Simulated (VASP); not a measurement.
# Ag (Fmmm) in VASP: further runs, part 2 of 2

VASP 6.6.1. The steps go on from the part before.

**3. Single point, PBE (strain +0.0125 x Voigt [1, -1, 0, 0, 0, 0])**

INCAR

```
SYSTEM = Ag
  ALGO = Fast
  EDIFF = 1E-7
  ENCUT = 520
  GGA = PE
  ISIF = 2
  ISMEAR = 0
  LASPH = .TRUE.
  LCHARG = .FALSE.
  LREAL = .FALSE.
  LWAVE = .FALSE.
  NBANDS = 12
  NELM = 100
  PREC = Accurate
  SIGMA = 0.15
```

KPOINTS

```
k-points
0
G
  24 24 24
  0 0 0
```

POSCAR

```
Ag
1.0
    0.0000000000      2.0476757528      2.0735956990
    2.0995156452      0.0000000000      2.0735956990
    2.0995156452      2.0476757528      0.0000000000
Ag
1
Direct
    0.0000000000      0.0000000000      0.0000000000
```

Potentials or basis: VASP PAW PBE potentials, release 64 (Ag).

Command:

```bash
cat potpaw_PBE.64/Ag/POTCAR > POTCAR
mpirun -np 1 vasp_std > vasp.out
```

OUTCAR:

```text
SYSTEM = Ag
   EDIFF = 1E-7
   ENCUT = 520
   GGA = PE
   ISIF = 2
   ISMEAR = 0
   LASPH = .TRUE.
   LREAL = .FALSE.
   NELM = 100
   PREC = Accurate

 ion  position               nearest neighbor table
   1  0.000  0.000  0.000-

  LATTYP: Found a face centered orthorhombic cell.
 ALAT       =     4.0953515056
 B/A-ratio  =     1.0126582278
 C/A-ratio  =     1.0253164557

  Lattice vectors:

 A1 = (  -2.0995156452,   0.0000000000,  -2.0735956990)
[... 533 lines left out ...]
      3       3.2369      2.00000
      4       4.6813      2.00000
      5       4.8506      2.00000
      6       7.0662      2.00000
      7      11.9864      0.00000
      8      22.9849      0.00000
      9      24.8390      0.00000
     10      25.3663      0.00000
     11      30.0394      0.00000
     12      30.4988      0.00000

 [... further k-points ...]
[... 5 lines left out ...]
  --------------------------------------------------------------------------------------
  -------------------------------------------------------------------------------------
  Total       -0.0607428      0.0393073     -0.0029514      0.0000000      0.0000000      0.0000000
  in kB       -5.4584708      3.5322364     -0.2652226      0.0000000      0.0000000      0.0000000
  external PRESSURE =      -0.7304857 kB  Pullay stress =       0.0000000 kB

 VOLUME and BASIS-vectors are now :
 -----------------------------------------------------------------------------
  energy-cutoff  :      520.00
  volume of cell :       17.83
      direct lattice vectors                 reciprocal lattice vectors
     0.000000000  2.047675753  2.073595699    -0.238150166  0.244179284  0.241127043
     2.099515645  0.000000000  2.073595699     0.238150166 -0.244179284  0.241127043
     2.099515645  2.047675753  0.000000000     0.238150166  0.244179284 -0.241127043

 POSITION                                       TOTAL-FORCE (eV/Angst)
 -----------------------------------------------------------------------------------
      0.00000      0.00000      0.00000         0.000000     -0.000000     -0.000000
 -----------------------------------------------------------------------------------
    total drift:                               -0.000000      0.000000     -0.000000

  FREE ENERGIE OF THE ION-ELECTRON SYSTEM (eV)
  ---------------------------------------------------
  free  energy   TOTEN  =        -2.7199007951 eV

  energy  without entropy=       -2.7175377783  energy(sigma->0) =       -2.71871929
```

It took 8.4 min on 1 thread of Intel Xeon 8259CL, shared host; peak memory 0.51 GiB.

Results:

```yaml
Free_energy: -2.7199 eV
Pressure: -0.1 GPa
Band_gap_on_the_k_mesh: zero (an odd number of electrons rules out a gap without spin polarisation)
```

Levels at points of the mesh, in eV from the Fermi level:
| k point | band 1 | band 2 | band 3 | band 4 | band 5 | band 6 | band 7 | band 8 | band 9 | band 10 |
| --- | --- | --- | --- | --- | --- | --- | --- | --- | --- | --- |
| (0.00, 0.00, 0.00) | -7.49 | -4.77 | -4.70 | -4.63 | -3.81 | -3.68 | 15.88 | 19.04 | 19.18 | 19.33 |
| (0.50, 0.00, 0.00) | -6.17 | -4.78 | -4.66 | -3.04 | -2.98 | -0.33 | 3.31 | 15.06 | 17.13 | 17.64 |
| (0.50, 0.50, 0.00) | -6.21 | -6.08 | -3.04 | -2.87 | -2.76 | 1.60 | 6.35 | 10.39 | 10.41 | 16.61 |
| (0.50, 0.00, 0.50) | -6.21 | -6.08 | -3.04 | -2.84 | -2.78 | 1.81 | 6.65 | 10.17 | 10.18 | 16.40 |
| (0.00, 0.50, 0.50) | -6.21 | -6.09 | -3.04 | -2.85 | -2.80 | 1.40 | 6.05 | 10.60 | 10.62 | 16.82 |

Caveat: the cell differs from its parent crystal (strain +0.0125 x Voigt [1, -1, 0, 0, 0, 0]).

**4. Single point, PBE (strain +0.0075 x Voigt [1, -1, 0, 0, 0, 0])**

INCAR

```
SYSTEM = Ag
ALGO = Fast
EDIFF = 1E-7
ENCUT = 520
GGA = PE
ISIF = 2
ISMEAR = 0
LASPH = .True.
LCHARG = .False.
LREAL = .False.
LWAVE = .False.
NBANDS = 12
NELM = 100
PREC = Accurate
SIGMA = 0.15
```

KPOINTS

```
k-points
0
Gamma
  24 24 24
  0 0 0
```

POSCAR

```
Ag
1.0
    0.0000000000      2.0580437313      2.0735956990
    2.0891476667      0.0000000000      2.0735956990
    2.0891476667      2.0580437313      0.0000000000
Ag
1
Direct
    0.0000000000      0.0000000000      0.0000000000
```

Command:

```bash
cat potpaw_PBE.64/Ag/POTCAR > POTCAR
mpirun -np 1 vasp_std > vasp.out
```

Run time: 7.7 min. Hardware: 1 thread of Intel Xeon 8259CL, shared host; peak memory 0.51 GiB.

The run converged. Its results:

```
Free energy            : -2.7203 eV
Pressure               : -0.1 GPa
Band gap on the k mesh : zero (an odd number of electrons rules out a gap without spin polarisation)
```

Stress tensor (GPa, compression positive):
```
-0.37  0.00  0.00
 0.00  0.17  0.00
 0.00  0.00 -0.07
```

Levels at points of the mesh, in eV from the Fermi level:
```
           k point  band 1  band 2  band 3  band 4  band 5  band 6  band 7  band 8  band 9  band 10
(0.00, 0.00, 0.00)   -7.49   -4.74   -4.70   -4.66   -3.79   -3.71   15.87   19.10   19.18    19.27
(0.50, 0.00, 0.00)   -6.17   -4.76   -4.68   -3.03   -2.99   -0.33    3.31   15.09   17.22    17.52
(0.50, 0.50, 0.00)   -6.21   -6.08   -3.04   -2.85   -2.79    1.60    6.35   10.39   10.40    16.61
(0.50, 0.00, 0.50)   -6.21   -6.08   -3.04   -2.83   -2.80    1.72    6.53   10.26   10.26    16.48
(0.00, 0.50, 0.50)   -6.21   -6.09   -3.04   -2.84   -2.81    1.48    6.17   10.52   10.52    16.73
```

Caveat: the cell differs from its parent crystal (strain +0.0075 x Voigt [1, -1, 0, 0, 0, 0]).

**5. Single point, PBE (strain +0.0025 x Voigt [1, -1, 0, 0, 0, 0])**

INCAR

```
SYSTEM = Ag
PREC = Accurate
ENCUT = 520
EDIFF = 1E-6
ISMEAR = 0
SIGMA = 0.15
LREAL = .FALSE.
LASPH = .TRUE.
NELM = 100
ALGO = Fast
ISIF = 2
LWAVE = .FALSE.
LCHARG = .FALSE.
GGA = PE
NBANDS = 12
```

KPOINTS

```
Automatic mesh
0
G
  24 24 24
  0 0 0
```

POSCAR

```
Ag
1.0
    0.0000000000      2.0684117098      2.0735956990
    2.0787796882      0.0000000000      2.0735956990
    2.0787796882      2.0684117098      0.0000000000
Ag
1
Direct
    0.0000000000      0.0000000000      0.0000000000
```

Command:

```bash
cat potpaw_PBE.64/Ag/POTCAR > POTCAR
mpirun -np 1 vasp_std > vasp.out
```

Run time: 6.8 min. Hardware: 1 thread of Intel Xeon 8259CL, shared host; peak memory 0.52 GiB.

Results (log left out):

```yaml
Free_energy: -2.7205 eV
Pressure: 0.0 GPa
Band_gap_on_the_k_mesh: zero (an odd number of electrons rules out a gap without spin polarisation)
```

Stress tensor (GPa, compression positive):
```
-0.14  0.00  0.00
 0.00  0.04  0.00
 0.00  0.00 -0.05
```

Levels at points of the mesh, in eV from the Fermi level:
```
           k point  band 1  band 2  band 3  band 4  band 5  band 6  band 7  band 8  band 9  band 10
(0.00, 0.00, 0.00)   -7.49   -4.71   -4.70   -4.69   -3.76   -3.73   15.87   19.16   19.18    19.21
(0.50, 0.00, 0.00)   -6.17   -4.73   -4.71   -3.02   -3.00   -0.33    3.31   15.10   17.31    17.41
(0.50, 0.50, 0.00)   -6.21   -6.08   -3.04   -2.83   -2.81    1.60    6.35   10.39   10.39    16.61
(0.50, 0.00, 0.50)   -6.21   -6.08   -3.04   -2.82   -2.81    1.64    6.41   10.34   10.35    16.56
(0.00, 0.50, 0.50)   -6.21   -6.08   -3.04   -2.83   -2.81    1.56    6.29   10.43   10.43    16.65
```

Caveat: the cell differs from its parent crystal (strain +0.0025 x Voigt [1, -1, 0, 0, 0, 0]).

**6. Summary**

| cell | further INCAR settings | gap on the mesh (eV) | pressure (GPa) |
| --- | --- | --- | --- |
| a = 2.907, b = 2.958, c = 2.933 Å, angles 59.1, 60.9, 60.0°, 1 atom | ALGO = Fast; EDIFF = 1e-06; NBANDS = 12 | none | 0.0 |
| a = 2.914, b = 2.951, c = 2.933 Å, angles 59.4, 60.6, 60.0°, 1 atom | ALGO = Fast; EDIFF = 1e-07; NBANDS = 12 | none | -0.1 |
| a = 2.922, b = 2.944, c = 2.933 Å, angles 59.6, 60.4, 60.0°, 1 atom | ALGO = Fast; EDIFF = 1e-07; NBANDS = 12 | none | -0.1 |
| a = 2.929, b = 2.936, c = 2.933 Å, angles 59.9, 60.1, 60.0°, 1 atom | ALGO = Fast; EDIFF = 1e-06; NBANDS = 12 | none | 0.0 |

Alike in all rows: task single point; level PBE; potentials or basis VASP PAW PBE potentials, release 64 (Ag); no spin polarisation; k mesh 24 × 24 × 24; cutoff (eV) 520; smearing gaussian 0.15 eV.

Absolute energies hang on the potentials; compare differences alone.
